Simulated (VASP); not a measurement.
A run of VASP 6.6.1 is set up as follows.

File INCAR:

```
SYSTEM = Mo
  ALGO = Normal
  EDIFF = 1E-6
  ENCUT = 520
  GGA = RP
  ISIF = 2
  ISMEAR = -1
  LASPH = .TRUE.
  LCHARG = .TRUE.
  LELF = .TRUE.
  LREAL = .FALSE.
  LVHAR = .TRUE.
  LWAVE = .FALSE.
  NBANDS = 28
  NELM = 100
  PREC = Accurate
  SIGMA = 0.1
```

Contents of KPOINTS:

```
k-points
0
G
  10 10 16
  0 0 0
```

File POSCAR:

```
Mo
1.0
    4.6906993487      0.0000000000      0.0000000000
   -2.3453496744      4.0622647975      0.0000000000
    0.0000000000      0.0000000000      2.5752274974
Mo
3
Direct
    0.0000000000      1.0000000000      0.0000000000
    0.3333333333      0.6666666667      0.5000000000
    0.6666666667      0.3333333333      0.5000000000
```

Potentials or basis: VASP PAW PBE potentials, release 64 (Mo_sv).

Command:

```console
$ cat potpaw_PBE.64/Mo_sv/POTCAR > POTCAR
$ mpirun -np 1 vasp_std > vasp.out
```

Problem. What does it give for the band gap on the k mesh?

Solution. Zero (band 21 reaches 12.58 eV, above the bottom of band 22 at 11.26 eV).

Problem. What does it give for the pressure?

Solution. 0.5 GPa.

Caveat: the PAW data sets were made with another functional, which shifts forces and pressure a little.
